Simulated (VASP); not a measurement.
# Al3Cu (Pm-3m) in VASP: further runs, part 2 of 2

VASP 6.6.1. Earlier steps stand in the parts before.

### 3 Single point, r2SCAN

Input file POSCAR:

```
Al3Cu
1.0
    3.9288933396      0.0000000000      0.0000000000
    0.0000000000      3.9288933396      0.0000000000
    0.0000000000      0.0000000000      3.9288933396
Al Cu
3 1
Direct
    0.0000000000      0.5000000000      0.5000000000
    0.5000000000      0.0000000000      0.5000000000
    0.5000000000      0.5000000000      0.0000000000
    0.0000000000      0.0000000000      0.0000000000
```

Input file INCAR.step1:

```
PREC = Accurate
ENCUT = 520
ISMEAR = 0
SIGMA = 0.1
LREAL = False
LASPH = True
NELM = 80
NBANDS = 18
GGA = PE
ALGO = Normal
EDIFF = 1E-4
LWAVE = True
LCHARG = False
```

Input file INCAR.step2:

```
PREC = Accurate
ENCUT = 520
EDIFF = 1E-6
ISMEAR = 0
SIGMA = 0.1
LREAL = False
LASPH = True
NELM = 80
ALGO = Normal
ISIF = 2
LWAVE = False
LCHARG = False
METAGGA = R2SCAN
LMIXTAU = True
NBANDS = 18
ISTART = 1
```

Input file KPOINTS:

```
Automatic mesh
0
Gamma
  12 12 12
```

Potentials or basis: VASP PAW PBE potentials, release 64 (Al, Cu).

On the command line:

```bash
$ cat potpaw_PBE.64/Al/POTCAR potpaw_PBE.64/Cu/POTCAR > POTCAR
$ cp INCAR.step1 INCAR
$ mpirun -np 1 vasp_std > vasp.out
$ cp INCAR.step2 INCAR
$ mpirun -np 1 vasp_std > vasp.out
```

OUTCAR:

```text
PREC = Accurate
   ENCUT = 520
   EDIFF = 1E-6
   ISMEAR = 0
   LREAL = False
   LASPH = True
   NELM = 80
   ISIF = 2
   METAGGA = R2SCAN
   ISTART = 1

 ion  position               nearest neighbor table
   1  0.000  0.500  0.500-   2 2.78   3 2.78   4 2.78   3 2.78   4 2.78   2 2.78   4 2.78   4 2.78
                             2 2.78   3 2.78   3 2.78   2 2.78
   2  0.500  0.000  0.500-   1 2.78   3 2.78   4 2.78   3 2.78   4 2.78   1 2.78   3 2.78   3 2.78
                             1 2.78   4 2.78   4 2.78   1 2.78
   3  0.500  0.500  0.000-   1 2.78   2 2.78   4 2.78   1 2.78   2 2.78   2 2.78   4 2.78   2 2.78
                             1 2.78   4 2.78   1 2.78   4 2.78
   4  0.000  0.000  0.000-   1 2.78   2 2.78   3 2.78   1 2.78   2 2.78   1 2.78   3 2.78   1 2.78
                             2 2.78   3 2.78   2 2.78   3 2.78

  LATTYP: Found a simple cubic cell.
 ALAT       =     3.9288933396

  Lattice vectors:

 A1 = (   3.9288933396,   0.0000000000,   0.0000000000)
 A2 = (   0.0000000000,   3.9288933396,   0.0000000000)
 A3 = (   0.0000000000,   0.0000000000,   3.9288933396)

Analysis of symmetry for initial positions (statically):
=====================================================================
 Subroutine PRICEL returns:
 Original cell was already a primitive cell.

 Routine SETGRP: Setting up the symmetry group for a
 simple cubic supercell.

 Subroutine GETGRP returns: Found 48 space group operations
 (whereof 48 operations were pure point group operations)
 out of a pool of 48 trial point group operations.

The static configuration has the point symmetry O_h .

Analysis of symmetry for dynamics (positions and initial velocities):
=====================================================================
 Subroutine PRICEL returns:
 Original cell was already a primitive cell.

 Routine SETGRP: Setting up the symmetry group for a
 simple cubic supercell.

 Subroutine GETGRP returns: Found 48 space group operations
 (whereof 48 operations were pure point group operations)
 out of a pool of 48 trial point group operations.

The dynamic configuration has the point symmetry O_h .

 Subroutine INISYM returns: Found 48 space group operations
 (whereof 48 operations are pure point group operations),
 and found     1 'primitive' translations

----------------------------------------------------------------------------------------

                                     Primitive cell

  volume of cell :      60.6472

  direct lattice vectors                    reciprocal lattice vectors
     3.928893340  0.000000000  0.000000000     0.254524599  0.000000000  0.000000000
     0.000000000  3.928893340  0.000000000     0.000000000  0.254524599  0.000000000
     0.000000000  0.000000000  3.928893340     0.000000000  0.000000000  0.254524599

  length of vectors
     3.928893340  3.928893340  3.928893340     0.254524599  0.254524599  0.254524599

  position of ions in fractional coordinates (direct lattice)
     0.000000000  0.500000000  0.500000000
     0.500000000  0.000000000  0.500000000
     0.500000000  0.500000000  0.000000000
     0.000000000  0.000000000  0.000000000

  ion indices of the primitive-cell ions
   primitive index   ion index
                 1           1
                 2           2
                 3           3
                 4           4

----------------------------------------------------------------------------------------

[... 31 lines left out ...]
  0.416667  0.000000  0.000000      6.000000
[... 16 lines left out ...]
  0.333333  0.333333  0.000000     12.000000
  0.416667  0.333333  0.000000     24.000000
 [... further k-points ...]
   k-points           NKPTS =     84   k-points in BZ     NKDIM =     84   number of bands    NBANDS=     18
   number of dos      NEDOS =    301   number of ions     NIONS =      4
   total plane-waves  NPLWV =  27000
   dimension x,y,z NGX =    30 NGY =   30 NGZ =   30
   dimension x,y,z NGXF=    60 NGYF=   60 NGZF=   60
   ions per type =               3   1
   NGX,Y,Z   is equivalent  to a cutoff of  12.69, 12.69, 12.69 a.u.
   NGXF,Y,Z  is equivalent  to a cutoff of  25.39, 25.39, 25.39 a.u.
 SYSTEM =  unknown system
   PREC   = accura    normal or accurate (medium, high low for compatibility)
   ISTART =      1    job   : 0-new  1-cont  2-samecut
   ICHARG =      0    charge: 1-file 2-atom 10-const
   ISPIN  =      1    spin polarized calculation?
   LNONCOLLINEAR =      F non collinear calculations
   LSORBIT =      F    spin-orbit coupling
   LASPH  =      T    aspherical Exc in radial PAW
   ENCUT  =  520.0 eV  38.22 Ry    6.18 a.u.   7.31  7.31  7.31*2*pi/ulx,y,z
   NELM   =     80;   NELMIN=  2; NELMDL=  0     # of ELM steps
   EDIFF  = 0.1E-05   stopping-criterion for ELM
   LREAL  =      F    real-space projection
   EDIFFG = 0.1E-04   stopping-criterion for IOM
   NSW    =      0    number of steps for IOM
   IBRION =     -1    ionic relax: 0-MD 1-quasi-New 2-CG
   NFREE  =      0    steps in history (QN), initial steepest desc. (CG)
   ISIF   =      2    stress and relaxation
   ISYM   =      2    0-nonsym 1-usesym 2-fastsym
   POTIM  = 0.5000    time-step for ionic-motion
   TEBEG  =    0.0;   TEEND  =   0.0 temperature during run
   PSTRESS=    0.0 pullay stress
   NELECT =      20.0000    total number of electrons
   NUPDOWN=      -1.0000    fix difference up-down
   EMIN   =  10.00;   EMAX   =-10.00  energy-range for DOS
   EFERMI =   0.00;   METHOD = LEGACY
   ISMEAR =     0;   SIGMA  =   0.10  broadening in eV -4-tet -1-fermi 0-gaus
   EFERMI_NEDOS =   21; number of points for ismear=-14 and -15
   IALGO  =     38    algorithm
   IMIX   =      4    mixing-type and parameters
     AMIX     =   0.40;   BMIX     =  1.00
     AMIX_MAG =   1.60;   BMIX_MAG =  1.00
  volume/ion in A,a.u.               =      15.16       102.32
  Fermi-wavevector in a.u.,A,eV,Ry     =   1.131049  2.137372 17.405537  1.279271
  Thomas-Fermi vector in A             =   2.267747
   LORBIT       =      0    0 simple, 1 ext, 2 COOP (PROOUT), +10 PAW based schemes
   METAGGA = R2SCAN    functional components
   LHFCALC =     F    Hartree Fock is set to
   AEXX    =    0.0000 exact exchange contribution
   IVDW    =     0    specifies the selected vdW correction
   LEPSILON=     F    determine dielectric tensor
   LRPA    =     F    only Hartree local field effects (RPA)
 non-spin polarized calculation
 Gauss-broadening in eV      SIGMA  =   0.10
  energy-cutoff  :      520.00
  volume of cell :       60.65
 maximum number of plane-waves:      1659
 NGX is ok and might be reduce to    30
   NGX = 15   NGY = 15   NGZ = 15

 number of electron      20.0000024 magnetization

 Free energy of the ion-electron system (eV)
  ---------------------------------------------------
  ext. energy  EPLUGINS =         0.00000000
  ---------------------------------------------------
  free energy    TOTEN  =       -31.14844505 eV

  energy without entropy =      -31.14375394  energy(sigma->0) =      -31.14609950

 E-fermi :   8.1563     XC(G=0): -11.5228

 val. band max:        8.1500941955   @ k =   0.5000   0.3333   0.3333
 cond. band min:       8.1847049606   @ k =   0.0833   0.0833   0.0000
 fundamental gap:      0.0346107651
 Fermi energy:         8.1563472589

 k-point     1 :       0.0000    0.0000    0.0000
  band No.  band energies     occupation
      1      -3.5839      2.00000
      2       3.7513      2.00000
      3       3.7513      2.00000
      4       4.4881      2.00000
      5       4.4881      2.00000
      6       4.4881      2.00000
[... 481 lines left out ...]
      5       4.2116      2.00000
      6       4.3029      2.00000
[... 10 lines left out ...]
     17      15.4484      0.00000
     18      15.8171      0.00000

 [... further k-points ...]

------------------------ aborting loop because EDIFF is reached ----------------------------------------

  FORCE on cell =-STRESS in cart. coord.  units (eV):
  Direction    XX          YY          ZZ          XY          YZ          ZX
  --------------------------------------------------------------------------------------
  -------------------------------------------------------------------------------------
  Total       -1.1966170     -1.1966170     -1.1966170     -0.0000000     -0.0000000      0.0000000
  in kB      -31.6122233    -31.6122233    -31.6122233     -0.0000000     -0.0000000      0.0000000
  external PRESSURE =     -31.6122233 kB  Pullay stress =       0.0000000 kB

 VOLUME and BASIS-vectors are now :
 -----------------------------------------------------------------------------
  energy-cutoff  :      520.00
  volume of cell :       60.65
      direct lattice vectors                 reciprocal lattice vectors
     3.928893340  0.000000000  0.000000000     0.254524599  0.000000000  0.000000000
     0.000000000  3.928893340  0.000000000     0.000000000  0.254524599  0.000000000
     0.000000000  0.000000000  3.928893340     0.000000000  0.000000000  0.254524599

 POSITION                                       TOTAL-FORCE (eV/Angst)
 -----------------------------------------------------------------------------------
      0.00000      1.96445      1.96445         0.000000      0.000000      0.000000
      1.96445      0.00000      1.96445         0.000000      0.000000      0.000000
      1.96445      1.96445      0.00000         0.000000      0.000000      0.000000
      0.00000      0.00000      0.00000         0.000000      0.000000      0.000000
 -----------------------------------------------------------------------------------
    total drift:                                0.000000     -0.000000     -0.000000

  FREE ENERGIE OF THE ION-ELECTRON SYSTEM (eV)
  ---------------------------------------------------
  free  energy   TOTEN  =       -31.1484450513 eV

  energy  without entropy=      -31.1437539434  energy(sigma->0) =      -31.14609950
```

Wall time 7.1 min (1 thread of Intel Xeon 8259CL, shared host); peak memory 0.23 GiB.

What came out:

```
Free energy            : -31.1484 eV
Pressure               : -3.2 GPa
Band gap on the k mesh : zero (bands 10 and 11 overlap by 4.22 eV)
```

Levels at points of the mesh, in eV from the Fermi level:
```csv
k point,band 8,band 9,band 10,band 11,band 12,band 13
"(0.00, 0.00, 0.00)",-2.56,-2.56,-0.59,0.56,0.56,6.80
"(0.50, 0.00, 0.00)",0.24,0.24,0.29,0.29,0.70,2.28
"(0.50, 0.50, 0.00)",-3.38,-3.15,1.38,3.06,3.06,3.47
"(0.50, 0.50, 0.50)",-3.45,-3.45,-2.46,-1.94,-1.94,-1.94
```

Caveat: the cell stands under tension; the PAW data sets were made with another functional, which shifts forces and pressure a little.
